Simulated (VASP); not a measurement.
**Cu3Te: single point with LDA**

The system is Cu3Te.

```
CELL_PARAMETERS angstrom
3.94666 0.00000 0.00000
0.00000 3.94666 0.00000
0.00000 0.00000 3.94666
ATOMIC_POSITIONS crystal
Cu 0.00000 0.50000 0.50000
Cu 0.50000 0.00000 0.50000
Cu 0.50000 0.50000 0.00000
Te 0.00000 0.00000 0.00000
```

- Program: VASP 6.6.1
- Task: single point
- Functional: LDA
- Potentials or basis: VASP PAW LDA potentials, release 64 (Cu, Te)
- Cutoff: 600 eV
- k mesh: 5 × 5 × 5
- Occupations: methfessel-paxton, width 0.05 eV
- Spin: no spin polarisation

| Property | Result |
| --- | --- |
| Pressure | -7.6 GPa |
| Band gap on the k mesh | zero (an odd number of electrons rules out a gap without spin polarisation) |

Levels at points of the mesh, in eV from the Fermi level:
| k point | band 17 | band 18 | band 19 | band 20 | band 21 | band 22 | band 23 | band 24 |
| --- | --- | --- | --- | --- | --- | --- | --- | --- |
| (0.00, 0.00, 0.00) | -2.34 | -2.34 | -2.34 | -1.35 | 2.56 | 2.56 | 5.95 | 5.95 |

Run time: 14 s on 1 thread of Intel(R) Xeon(R) Platinum 8488C (Sapphire Rapids), with other jobs on the host, peak memory 0.16 GiB.

Caveat: the cell stands under tension; spin-orbit coupling is left out, which moves the levels of the heavy elements.
